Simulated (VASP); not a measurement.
Here is a VASP 6.6.1 calculation.

INCAR

```
SYSTEM = CO2
ALGO = Normal
EDIFF = 1E-7
ENCUT = 520
GGA = PS
ISIF = 2
ISMEAR = 0
LASPH = .True.
LCHARG = .False.
LREAL = .False.
LWAVE = .False.
NBANDS = 25
NELM = 60
PREC = Accurate
SIGMA = 0.02
```

The input KPOINTS:

```
k-points
0
Gamma
  6 6 6
  0 0 0
```

File POSCAR:

```
CO2
1.0
    4.5946341885      0.0000000000      0.0000000000
    0.0000000000      4.5946341885      0.0000000000
    0.0956961383      0.0000000000      4.7848069164
C O
2 4
Direct
    0.5000000000      0.5000000000      0.5000000000
    0.0000000000      0.0000000000      0.0000000000
    0.3203915717      0.6796084283      0.5000000000
    0.6796084283      0.3203915717      0.5000000000
    0.1796084283      0.1796084283      0.0000000000
    0.8203915717      0.8203915717      0.0000000000
```

Potentials or basis: VASP PAW PBE potentials, release 64 (C, O).

Command:

```bash
$ cat potpaw_PBE.64/C/POTCAR potpaw_PBE.64/O/POTCAR > POTCAR
$ mpirun -np 1 vasp_std > vasp.out
```

Task: Predict the pressure.

Result: 1.5 GPa.

Task: Estimate the largest force.

Result: 0.704 eV/Å.

Forces on the atoms (eV/Å):
```
C    0.000  0.000  0.000
C    0.000  0.000  0.000
O   -0.498  0.498  0.002
O    0.498 -0.498 -0.002
O    0.498  0.498 -0.002
O   -0.498 -0.498  0.002
```

Caveat: the cell differs from its parent crystal (shear of c along a, cell held: +2.0 %, then relaxed in part); this functional lacks dispersion, which holds the molecules together, so the pressure and a relaxed volume are unreliable; the PAW data sets were made with another functional, which shifts forces and pressure a little.
